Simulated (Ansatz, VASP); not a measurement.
**TiAl in VASP and in Ansatz**

INCAR

```
SYSTEM = TiAl
PREC     = Accurate       ! precision mode
ENCUT    = 520            ! plane-wave cutoff, eV
EDIFF    = 1E-7           ! SCF threshold, eV
ISMEAR   = 0              ! smearing method
SIGMA    = 0.15           ! smearing width, eV
LREAL    = .False.        ! projectors in reciprocal space
LASPH    = .True.         ! aspherical terms in the spheres
NELM     = 100            ! most SCF steps
ALGO     = Normal         ! electronic algorithm
ISIF     = 2              ! what is computed and relaxed
LWAVE    = .False.        ! write WAVECAR
LCHARG   = .False.        ! write CHGCAR
GGA      = PS             ! functional
NBANDS   = 14             ! bands
```

File KPOINTS:

```
regular mesh
0
Gamma
  14 14 14
  0 0 0
```

POSCAR

```
TiAl
1.0
    2.8091745961      0.0000000000      0.0000000000
    0.0000000000      2.8091745961      0.0000000000
    0.0000000000      0.0000000000      3.1563759507
Ti Al
1 1
Direct
    0.0000000000      0.0000000000      0.0000000000
    0.5000000000      0.5000000000      0.5000000000
```

Input for Ansatz:

```yaml
crystal:
  lattice:
    - [2.809174596, 0.0, 0.0]
    - [0.0, 2.809174596, 0.0]
    - [0.0, 0.0, 3.1563759506]
  atoms:
    - { symbol: Ti, position: [0.0, 0.0, 0.0] }
    - { symbol: Al, position: [0.5, 0.5, 0.5] }
basis:
  ecutwfc: 520.0
kpoints:
  mp_grid: { grid: [14, 14, 14] }
hamiltonian:
  xc: pbesol
scf:
  occupations: { method: gaussian, width: 0.15 }
output:
  forces: true
  stress: true
  eigenvalues: true
```

Change from the starting cell: normal strain along x -0.1100, normal strain along y -0.1100.

Alike in both runs: task single point; functional PBEsol; k mesh 14 × 14 × 14; occupations gaussian, width 0.15 eV; no spin polarisation.

|  | VASP | Ansatz |
| --- | --- | --- |
| version | VASP 6.6.1 | Ansatz 0.2.0 |
| potentials or method | VASP PAW PBE potentials, release 64 (Ti_sv, Al), cutoff 520 eV | scalar-relativistic, plane waves, PAW |
| valence electrons in the cell | 15 | 15 |

Ansatz gave:

| Property | Result |
| --- | --- |
| gap on the k mesh at the Fermi level (eV) | none |
| pressure (GPa) | 43.6 |
| traceless stress, the component that is largest in VASP (GPa) | 6.52 |

Problem. Which values does VASP return?

Solution. gap on the k mesh at the Fermi level (eV): none; pressure (GPa): 43.6; traceless stress, the component that is largest in VASP (GPa): 6.51.

VASP's potentials were made for PBE, not for PBEsol. A gap of «none» marks a metal or a gap that the smearing closes. Both programs put the cell under a high pressure, so it lies far from rest at this level. With one functional, cell and mesh, what is left measures potentials, basis and numerics.
